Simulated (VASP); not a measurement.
# Pb (Fm-3m) in VASP: notebook, part 2 of 2

VASP 6.6.1.

### 5 Single point, r2SCAN

This run uses another cell than the first one, of 31.04 Å³/atom, 0.937 times its volume.

The input, POSCAR:

```
Pb
1.0
    0.0000000000      2.4943827870      2.4943827870
    2.4943827870      0.0000000000      2.4943827870
    2.4943827870      2.4943827870      0.0000000000
Pb
1
Direct
    0.0000000000      0.0000000000      0.0000000000
```

The input, INCAR.step1:

```
SYSTEM = Pb
PREC     = Accurate       ! precision mode
ENCUT    = 520            ! plane-wave cutoff, eV
ISMEAR   = -1             ! smearing method
SIGMA    = 0.05           ! smearing width, eV
LREAL    = .FALSE.        ! projectors in reciprocal space
LASPH    = .TRUE.         ! aspherical terms in the spheres
NELM     = 60             ! most SCF steps
NBANDS   = 13             ! bands
GGA      = PE             ! functional
ALGO     = Normal         ! electronic algorithm
EDIFF    = 1E-4           ! SCF threshold, eV
LWAVE    = .TRUE.         ! write WAVECAR
LCHARG   = .FALSE.        ! write CHGCAR
```

The input, INCAR.step2:

```
SYSTEM = Pb
PREC     = Accurate       ! precision mode
ENCUT    = 520            ! plane-wave cutoff, eV
EDIFF    = 1E-7           ! SCF threshold, eV
ISMEAR   = -1             ! smearing method
SIGMA    = 0.05           ! smearing width, eV
LREAL    = .FALSE.        ! projectors in reciprocal space
LASPH    = .TRUE.         ! aspherical terms in the spheres
NELM     = 60             ! most SCF steps
ALGO     = Normal         ! electronic algorithm
ISIF     = 2              ! what is computed and relaxed
LWAVE    = .FALSE.        ! write WAVECAR
LCHARG   = .TRUE.         ! write CHGCAR
METAGGA  = R2SCAN         ! meta-GGA
LMIXTAU  = .TRUE.       
LELF     = .TRUE.         ! ELF
LVHAR    = .TRUE.       
NBANDS   = 13             ! bands
ISTART   = 1
```

The input, KPOINTS:

```
Automatic mesh
0
G
  9 9 9
  0 0 0
```

Command:

```console
$ cat potpaw_PBE.64/Pb_d/POTCAR > POTCAR
$ cp INCAR.step1 INCAR
$ mpirun -np 1 vasp_std > vasp.out
$ cp INCAR.step2 INCAR
$ mpirun -np 1 vasp_std > vasp.out
```

Run time: 48 s. Hardware: 1 thread of Intel Xeon 6975P-C, shared host; peak memory 0.17 GiB.

It converged, with:

- Free energy: -56.2977 eV
- Pressure: 0.0 GPa
- Band gap on the k mesh: zero (band 7 reaches 14.50 eV, above the bottom of band 8 at 5.37 eV)

Levels at points of the mesh, in eV from the Fermi level:
| k point | band 5 | band 6 | band 7 | band 8 | band 9 | band 10 |
| --- | --- | --- | --- | --- | --- | --- |
| (0.00, 0.00, 0.00) | -17.42 | -11.98 | 7.69 | 7.69 | 7.69 | 10.56 |

Caveat: the PAW data sets were made with another functional, which shifts forces and pressure a little; spin-orbit coupling is left out, which moves the levels of the heavy elements.

### 6 Relaxation of cell and atoms, LDA

This run uses another cell than the first one, of 30.32 Å³/atom, 0.916 times its volume.

The input, INCAR:

```
SYSTEM = Pb
PREC = Accurate ; ENCUT = 600
EDIFF = 1E-6 ; ISMEAR = -1
SIGMA = 0.05 ; LREAL = .False.
LASPH = .True. ; NELM = 100
ALGO = Normal ; ISIF = 3
LWAVE = .False. ; LCHARG = .False.
GGA = CA ; IBRION = 2
NSW = 60 ; EDIFFG = -0.01
```

The input, KPOINTS:

```
regular mesh
0
Gamma
  9 9 9
  0 0 0
```

The input, POSCAR:

```
Pb
1.0
    0.0000000000      2.4750200000      2.4750200000
    2.4750200000      0.0000000000      2.4750200000
    2.4750200000      2.4750200000      0.0000000000
Pb
1
Direct
    0.0000000000      0.0000000000      0.0000000000
```

Potentials or basis: VASP PAW LDA potentials, release 64 (Pb_d).

Command:

```console
$ cat potpaw_LDA.64/Pb_d/POTCAR > POTCAR
$ mpirun -np 1 vasp_std > vasp.out
```

OUTCAR:

```text
SYSTEM = Pb
   PREC = Accurate
   ENCUT = 600
   EDIFF = 1E-6
   ISMEAR = -1
   LREAL = .False.
   LASPH = .True.
   NELM = 100
   ISIF = 3
   GGA = CA
   IBRION = 2
   NSW = 60
   EDIFFG = -0.01

 ion  position               nearest neighbor table
   1  0.000  0.000  0.000-

  LATTYP: Found a face centered cubic cell.
 ALAT       =     4.9500400000

  Lattice vectors:

 A1 = (   0.0000000000,   2.4750200000,   2.4750200000)
 A2 = (   2.4750200000,   0.0000000000,   2.4750200000)
 A3 = (   2.4750200000,   2.4750200000,   0.0000000000)

Analysis of symmetry for initial positions (statically):
[... 5 lines left out ...]
 face centered cubic supercell.

 Subroutine GETGRP returns: Found 48 space group operations
 (whereof 48 operations were pure point group operations)
 out of a pool of 48 trial point group operations.

The static configuration has the point symmetry O_h .

Analysis of symmetry for dynamics (positions and initial velocities):
[... 5 lines left out ...]
 face centered cubic supercell.

 Subroutine GETGRP returns: Found 48 space group operations
 (whereof 48 operations were pure point group operations)
 out of a pool of 48 trial point group operations.

The dynamic configuration has the point symmetry O_h .

 Subroutine INISYM returns: Found 48 space group operations
 (whereof 48 operations are pure point group operations),
 and found     1 'primitive' translations

----------------------------------------------------------------------------------------

                                     Primitive cell

  volume of cell :      30.3226

  direct lattice vectors                    reciprocal lattice vectors
     0.000000000  2.475020000  2.475020000    -0.202018570  0.202018570  0.202018570
     2.475020000  0.000000000  2.475020000     0.202018570 -0.202018570  0.202018570
     2.475020000  2.475020000  0.000000000     0.202018570  0.202018570 -0.202018570

  length of vectors
     3.500206851  3.500206851  3.500206851     0.349906427  0.349906427  0.349906427

  position of ions in fractional coordinates (direct lattice)
     0.000000000  0.000000000  0.000000000

  ion indices of the primitive-cell ions
   primitive index   ion index
                 1           1

----------------------------------------------------------------------------------------

 KPOINTS: regular mesh

Automatic generation of k-mesh.
 Grid dimensions read from file:
 generate k-points for:    9    9    9

 Generating k-lattice:

  Cartesian coordinates                     Fractional coordinates (reciprocal lattice)
    -0.022446508  0.022446508  0.022446508     0.111111111  0.000000000  0.000000000
     0.022446508 -0.022446508  0.022446508     0.000000000  0.111111111  0.000000000
     0.022446508  0.022446508 -0.022446508     0.000000000  0.000000000  0.111111111

  Length of vectors
     0.038878492  0.038878492  0.038878492

  Shift w.r.t. Gamma in fractional coordinates (k-lattice)
     0.000000000  0.000000000  0.000000000

 Subroutine IBZKPT returns following result:
 ===========================================

 Found     35 irreducible k-points:

 Following reciprocal coordinates:
            Coordinates               Weight
  0.000000  0.000000  0.000000      1.000000
  0.111111  0.000000  0.000000      8.000000
  0.222222  0.000000  0.000000      8.000000
  0.333333  0.000000  0.000000      8.000000
  0.444444  0.000000  0.000000      8.000000
  0.111111  0.111111  0.000000      6.000000
[... 16 lines left out ...]
 -0.333333  0.333333  0.000000     12.000000
  0.444444  0.444444  0.000000      6.000000
 [... further k-points ...]
   k-points           NKPTS =     35   k-points in BZ     NKDIM =     35   number of bands    NBANDS=     11
   number of dos      NEDOS =    301   number of ions     NIONS =      1
   total plane-waves  NPLWV =  21952
   dimension x,y,z NGX =    28 NGY =   28 NGZ =   28
   dimension x,y,z NGXF=    56 NGYF=   56 NGZF=   56
   ions per type =               1
   NGX,Y,Z   is equivalent  to a cutoff of  13.30, 13.30, 13.30 a.u.
   NGXF,Y,Z  is equivalent  to a cutoff of  26.60, 26.60, 26.60 a.u.
 SYSTEM =  Pb
   PREC   = accura    normal or accurate (medium, high low for compatibility)
   ISTART =      0    job   : 0-new  1-cont  2-samecut
   ICHARG =      2    charge: 1-file 2-atom 10-const
   ISPIN  =      1    spin polarized calculation?
   LNONCOLLINEAR =      F non collinear calculations
   LSORBIT =      F    spin-orbit coupling
   LASPH  =      T    aspherical Exc in radial PAW
   ENCUT  =  600.0 eV  44.10 Ry    6.64 a.u.   6.99  6.99  6.99*2*pi/ulx,y,z
   NELM   =    100;   NELMIN=  2; NELMDL= -5     # of ELM steps
   EDIFF  = 0.1E-05   stopping-criterion for ELM
   LREAL  =      F    real-space projection
   EDIFFG = -.1E-01   stopping-criterion for IOM
   NSW    =     60    number of steps for IOM
   IBRION =      2    ionic relax: 0-MD 1-quasi-New 2-CG
   NFREE  =      1    steps in history (QN), initial steepest desc. (CG)
   ISIF   =      3    stress and relaxation
   ISYM   =      2    0-nonsym 1-usesym 2-fastsym
   POTIM  = 0.5000    time-step for ionic-motion
   TEBEG  =    0.0;   TEEND  =   0.0 temperature during run
   PSTRESS=    0.0 pullay stress
   NELECT =      14.0000    total number of electrons
   NUPDOWN=      -1.0000    fix difference up-down
   EMIN   =  10.00;   EMAX   =-10.00  energy-range for DOS
   EFERMI =   0.00;   METHOD = LEGACY
   ISMEAR =    -1;   SIGMA  =   0.05  broadening in eV -4-tet -1-fermi 0-gaus
   EFERMI_NEDOS =   21; number of points for ismear=-14 and -15
   IALGO  =     38    algorithm
   IMIX   =      4    mixing-type and parameters
     AMIX     =   0.40;   BMIX     =  1.00
     AMIX_MAG =   1.60;   BMIX_MAG =  1.00
  volume/ion in A,a.u.               =      30.32       204.63
  Fermi-wavevector in a.u.,A,eV,Ry     =   1.265306  2.391081 21.782907  1.600999
  Thomas-Fermi vector in A             =   2.398566
   LORBIT       =      0    0 simple, 1 ext, 2 COOP (PROOUT), +10 PAW based schemes
   GGA     = CA    functional components
   LHFCALC =     F    Hartree Fock is set to
   AEXX    =    0.0000 exact exchange contribution
   IVDW    =     0    specifies the selected vdW correction
   LEPSILON=     F    determine dielectric tensor
   LRPA    =     F    only Hartree local field effects (RPA)
 conjugate gradient relaxation of ions
 non-spin polarized calculation
  energy-cutoff  :      600.00
  volume of cell :       30.32
 maximum number of plane-waves:      1022
   NGX = 13   NGY = 13   NGZ = 13

--------------------------------------- Ionic step        1  -------------------------------------------

 number of electron      13.9999999 magnetization

 Free energy of the ion-electron system (eV)
  ---------------------------------------------------
  ext. energy  EPLUGINS =         0.00000000
  ---------------------------------------------------
  free energy    TOTEN  =        -4.26471529 eV

  energy without entropy =       -4.26156272  energy(sigma->0) =       -4.26313901

------------------------ aborting loop because EDIFF is reached ----------------------------------------

  FORCE on cell =-STRESS in cart. coord.  units (eV):
  Direction    XX          YY          ZZ          XY          YZ          ZX
  --------------------------------------------------------------------------------------
  -------------------------------------------------------------------------------------
  Total       -0.3909445     -0.3909445     -0.3909445     -0.0000000      0.0000000     -0.0000000
  in kB      -20.6566359    -20.6566359    -20.6566359     -0.0000000      0.0000000     -0.0000000
  external PRESSURE =     -20.6566359 kB  Pullay stress =       0.0000000 kB
[... 55 lines left out ...]
  energy  without entropy=       -4.2685871327  energy(sigma->0) =       -4.27020909

--------------------------------------- Ionic step        3  -------------------------------------------

 number of electron      13.9999999 magnetization

 Free energy of the ion-electron system (eV)
  ---------------------------------------------------
  ext. energy  EPLUGINS =         0.00000000
  ---------------------------------------------------
  free energy    TOTEN  =        -4.27300968 eV

  energy without entropy =       -4.26988176  energy(sigma->0) =       -4.27144572

 E-fermi :   7.3166     XC(G=0): -10.6562

 val. band max:        7.0994604540   @ k =  -0.2222   0.2222   0.0000
 cond. band min:       7.3167717698   @ k =  -0.2222   0.3333   0.1111
 fundamental gap:      0.2173113157
 Fermi energy:         7.3165949230

 k-point     1 :       0.0000    0.0000    0.0000
  band No.  band energies     occupation
      1      -9.5574      2.00000
      2      -9.5574      2.00000
      3      -9.5574      2.00000
      4      -9.3952      2.00000
      5      -9.3952      2.00000
      6      -4.5699      2.00000
      7      15.1675      0.00000
      8      15.1675      0.00000
      9      15.1675      0.00000
     10      17.3345      0.00000
     11      19.4896      0.00000
[... 309 lines left out ...]
 k-point    24 :       0.4444    0.4444    0.0000
  band No.  band energies     occupation
      1      -9.7410      2.00000
      2      -9.6383      2.00000
      3      -9.2583      2.00000
      4      -9.2154      2.00000
      5      -9.2154      2.00000
      6       0.3039      2.00000
      7       4.6669      2.00000
      8       9.6497      0.00000
      9       9.6497      0.00000
     10      13.1759      0.00000
     11      14.3911      0.00000

 [... further k-points ...]
[... 5 lines left out ...]
  --------------------------------------------------------------------------------------
  -------------------------------------------------------------------------------------
  Total       -0.0030477     -0.0030477     -0.0030477     -0.0000000     -0.0000000      0.0000000
  in kB       -0.1678840     -0.1678840     -0.1678840     -0.0000000     -0.0000000      0.0000000
  external PRESSURE =      -0.1678840 kB  Pullay stress =       0.0000000 kB
[... 16 lines left out ...]
  FREE ENERGIE OF THE ION-ELECTRON SYSTEM (eV)
  ---------------------------------------------------
  free  energy   TOTEN  =        -4.2730096777 eV

  energy  without entropy=       -4.2698817583  energy(sigma->0) =       -4.27144572

 reached required accuracy - stopping structural energy minimisation
```

OSZICAR:

```text
N       E                     dE             d eps       ncg     rms          rms(c)
DAV:   1     0.107845734842E+03    0.10785E+03   -0.79414E+03   776   0.164E+03
DAV:   2     0.638003532071E+00   -0.10721E+03   -0.10494E+03   791   0.344E+02
DAV:   3    -0.415478072943E+01   -0.47928E+01   -0.47351E+01   914   0.831E+01
[... 20 lines left out ...]
DAV:   3    -0.427300409883E+01    0.50069E-02   -0.20457E-02   981   0.306E+00    0.306E-02
DAV:   4    -0.427299897528E+01    0.51236E-05   -0.24049E-04   800   0.189E-01    0.167E-02
DAV:   5    -0.427301489660E+01   -0.15921E-04   -0.12829E-04   799   0.110E-01    0.919E-03
DAV:   6    -0.427300986323E+01    0.50334E-05   -0.11156E-05   893   0.653E-02    0.167E-03
DAV:   7    -0.427300967769E+01    0.18553E-06   -0.90540E-07   789   0.118E-02
   3 F= -.42730097E+01 E0= -.42714457E+01  d E =-.829439E-02
```

CONTCAR:

```text
Pb
   1.00000000000000
    -0.0000000000000000    2.4408826192027284    2.4408826192027284
     2.4408826192027284    0.0000000000000000    2.4408826192027284
     2.4408826192027284    2.4408826192027284   -0.0000000000000000
  Pb
     1
Direct
     0.0000000000000000    0.0000000000000000    0.0000000000000000

  0.00000000E+00  0.00000000E+00  0.00000000E+00
```

Wall time 16 s (1 thread of Intel Xeon 6975P-C, shared host); peak memory 0.16 GiB.

Results:

```yaml
Free_energy: -4.2730 eV
Relaxed_volume: 29.09 Å³/atom
Relaxed_cell: a = 3.452 Å, b = 3.452 Å, c = 3.452 Å, α = 60.00°, β = 60.00°, γ = 60.00°
Space_group_after_relaxing_to_0.05_Å: Fm-3m (No. 225)
Energy_gained_by_relaxing: 8.3 meV/atom
Ionic_steps: 3
Pressure_after_relaxing: 0.0 GPa
Band_gap_on_the_k_mesh: zero (band 7 reaches 15.17 eV, above the bottom of band 8 at 5.85 eV)
```

The path:
| step | energy change (eV) | largest force (eV/Å) | pressure (GPa) | volume (Å³) |
| --- | --- | --- | --- | --- |
| 1 | 0.0000 | 0.0000 | -2.07 | 30.32 |
| 2 | -0.0071 | 0.0000 | 0.90 | 28.64 |
| 3 | -0.0083 | 0.0000 | -0.02 | 29.09 |

Final structure:
```yaml
crystal:
  lattice:
    - [0.00000, 2.44088, 2.44088]
    - [2.44088, 0.00000, 2.44088]
    - [2.44088, 2.44088, 0.00000]
  atoms:
    - { symbol: Pb, position: [0.00000, 0.00000, 0.00000] }
```

Caveat: spin-orbit coupling is left out, which moves the levels of the heavy elements.

### 7 Overview

```tsv
task	level	potentials or basis	cell	cutoff (eV)	gap on the mesh (eV)	pressure (GPa)
single point	RPBE	VASP PAW PBE potentials, release 64 (Pb_d)	a = 3.605 Å, angles 60.0°, 1 atom	520	none	0.0
single point	revPBE	VASP PAW PBE potentials, release 64 (Pb_d)	a = 3.591 Å, angles 60.0°, 1 atom	520	none	0.0
single point	BLYP	VASP PAW PBE potentials, release 64 (Pb_d)	a = 3.656 Å, angles 60.0°, 1 atom	520	none	0.0
single point	r2SCAN	VASP PAW PBE potentials, release 64 (Pb_d)	a = 3.528 Å, angles 60.0°, 1 atom	520	none	0.0
relaxation of cell and atoms	LDA	VASP PAW LDA potentials, release 64 (Pb_d)	relaxed from a = 3.500 Å, angles 60.0°, 1 atom	600	none	0.0
```

Alike in all rows: no spin polarisation; k mesh 9 × 9 × 9; smearing fermi-dirac 0.05 eV.

Caveats: spin-orbit coupling is left out, which moves the levels of the heavy elements; the PAW data sets were made with another functional, which shifts forces and pressure a little (some runs).

Absolute energies hang on the potentials; compare differences alone.

### 8 How close it comes

Step 6. The cell as given is a measured one (30.32 Å³/atom); LDA puts the equilibrium volume -4.1 % from it, thermal expansion not counted.
